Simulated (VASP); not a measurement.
# Mg3SeS2: single point with PBE

Mg3SeS2:

```
CELL_PARAMETERS angstrom
3.76620 0.00000 0.00000
-1.88310 3.26163 0.00000
0.00000 0.00000 9.21159
ATOMIC_POSITIONS crystal
Mg 0.00000 0.00000 0.50000
Mg 0.66667 0.33333 0.17575
Mg 0.33333 0.66667 0.82425
Se 0.00000 0.00000 0.00000
S 0.33333 0.66667 0.33784
S 0.66667 0.33333 0.66216
```

```json
{
 "Program": "VASP 6.6.1",
 "Task": "single point",
 "Functional": "PBE",
 "Potentials or basis": "VASP PAW PBE potentials, release 64 (Mg, Se, S)",
 "Cutoff": "520 eV",
 "k mesh": "6 × 6 × 4",
 "Occupations": "gaussian, width 0.1 eV",
 "Spin": "no spin polarisation"
}
```

```
Pressure               : -0.2 GPa
Largest force          : 0.003 eV/Å
Band gap on the k mesh : 1.95 eV, indirect (least direct gap 2.68 eV)
```

Forces in eV/Å, atoms in the order of the input:
```
Mg   0.000  0.000  0.000
Mg   0.000  0.000 -0.001
Mg   0.000  0.000  0.001
Se   0.000  0.000  0.000
S    0.000  0.000 -0.003
S    0.000  0.000  0.003
```

Stress tensor (GPa, compression positive):
```
-0.27  0.00  0.00
 0.00 -0.27  0.00
 0.00  0.00 -0.13
```

Levels at points of the mesh, in eV from the valence-band top:
| k point | band 8 | band 9 | band 10 | band 11 | band 12 | band 13 | band 14 | band 15 | band 16 | band 17 |
| --- | --- | --- | --- | --- | --- | --- | --- | --- | --- | --- |
| (0.00, 0.00, 0.00) | -0.97 | -0.97 | -0.45 | 0.00 | 0.00 | 2.68 | 3.83 | 4.26 | 6.40 | 6.40 |
| (0.50, 0.00, 0.00) | -2.15 | -2.11 | -1.83 | -1.60 | -0.95 | 1.95 | 3.82 | 4.26 | 4.49 | 5.59 |
| (0.00, 0.00, 0.50) | -1.24 | -0.93 | -0.93 | -0.02 | -0.02 | 3.65 | 3.78 | 4.19 | 6.11 | 6.11 |
| (0.50, 0.00, 0.50) | -2.66 | -2.16 | -1.79 | -0.98 | -0.82 | 2.86 | 2.91 | 3.84 | 5.06 | 5.09 |

Wall time 51 s on 1 thread of Intel(R) Xeon(R) Platinum 8375C CPU @ 2.90GHz (Ice Lake), on a shared host, peak memory 0.25 GiB.

A k mesh can miss the band edges. A hybrid or GW would open this gap; PBE tends to underestimate it.
